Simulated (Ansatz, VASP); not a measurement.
Ni: VASP beside Ansatz

```
Ni
1.0
    -1.40193    1.40193    1.40193
     1.40193   -1.40193    1.40193
     1.40193    1.40193   -1.40193
Ni
1
Cartesian
  0.0000 0.0000 0.0000
```

Alike in both runs: task single point; functional PBEsol; k mesh 14 × 14 × 14; occupations gaussian, width 0.01 eV; collinear spin.

|  | VASP | Ansatz |
| --- | --- | --- |
| version | VASP 6.6.1 | Ansatz 0.2.0 |
| potentials or method | VASP PAW PBE potentials, release 64 (Ni), cutoff 520 eV | all-electron (LAPW or listed datasets) |

|  | VASP | Ansatz | Ansatz less VASP |
| --- | --- | --- | --- |
| net moment per atom (μB) | 0.53 | 0.53 | 0.000 |
| size of the moment on the site where the two differ most (μB) | 0.53 | 0.55 | +0.015 |

VASP's potentials were made for PBE, not for PBEsol. Site moments also hang on the region over which each program counts them. Ansatz ran all-electron here, and VASP with PAW potentials.
